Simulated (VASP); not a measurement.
A run of VASP 6.6.1 is set up as follows.

Contents of POSCAR:

```
CdO
1.0
    0.0000000000      2.3244872947      2.3244872947
    2.3244872947      0.0000000000      2.3244872947
    2.3244872947      2.3244872947      0.0000000000
Cd O
1 1
Direct
    0.0000000000      0.0000000000      0.0000000000
    0.5000000000      0.5000000000      0.5000000000
```

INCAR.step1

```
  PREC = Accurate
  ENCUT = 520
  EDIFF = 1E-5
  ISMEAR = -1
  SIGMA = 0.05
  LREAL = False
  LASPH = True
  NELM = 120
  ALGO = Normal
  ISIF = 2
  LWAVE = True
  LCHARG = False
  NBANDS = 16
  GGA = PE
  GGA_COMPAT = False
```

File INCAR.step2:

```
  PREC = Accurate
  ENCUT = 520
  EDIFF = 1E-6
  ISMEAR = -1
  SIGMA = 0.05
  LREAL = False
  LASPH = True
  NELM = 120
  ALGO = Normal
  ISIF = 2
  LWAVE = False
  LCHARG = False
  GGA = PE
  LHFCALC = True
  HFSCREEN = 0.2079
  PRECFOCK = Normal
  NBANDS = 16
  ISTART = 1
  GGA_COMPAT = False
```

The input KPOINTS:

```
regular mesh
0
Gamma
  4 4 4
```

Potentials or basis: VASP PAW PBE potentials, release 64 (Cd, O).

The run is started by

```sh
$ cat potpaw_PBE.64/Cd/POTCAR potpaw_PBE.64/O/POTCAR > POTCAR
$ cp INCAR.step1 INCAR
$ mpirun -np 1 vasp_std > vasp.out
$ cp INCAR.step2 INCAR
$ mpirun -np 1 vasp_std > vasp.out
```

**Question.** What does it give for the band gap on the k mesh?

**Answer.** 0.99 eV, indirect (least direct gap 2.48 eV).

**Question.** Predict the pressure.

**Answer.** 7.7 GPa.

Caveat: the k points lie up to 0.59 Å⁻¹ apart; the PAW data sets were made with another functional, which shifts forces and pressure a little. A k mesh can miss the band edges.
